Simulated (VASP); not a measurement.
Runs of VASP 6.6.1 on CaH. The structure is that of space group Fm-3m (No. 225), or close to it. The cells are those of the table. 

```tsv
task	cell	k mesh	cutoff (eV)	gap on the mesh (eV)	pressure (GPa)
relaxation of cell and atoms	relaxed from a = 3.759 Å, angles 59.6°, 2 atoms	18 × 18 × 18	600	none	-0.1
single point	a = 3.639 Å, angles 60.0°, 2 atoms	18 × 18 × 18	520	none	(a)
relaxation of cell and atoms	relaxed from a = 3.639 Å, angles 60.0°, 2 atoms	18 × 18 × 18	600	none	0.1
single point	a = 3.759 Å, angles 59.6°, 2 atoms	6 × 6 × 6	520	none	-2.6
```

Alike in all rows: level PBE; potentials or basis VASP PAW PBE potentials, release 64 (Ca_sv, H); no spin polarisation; smearing gaussian 0.1 eV.

Q: Estimate the missing entries.

A: (a) 0.0.

Caveats: the relaxation stopped at its first step, so nothing moved (some runs).

A gap of «none» marks levels without a gap at the run's occupations.
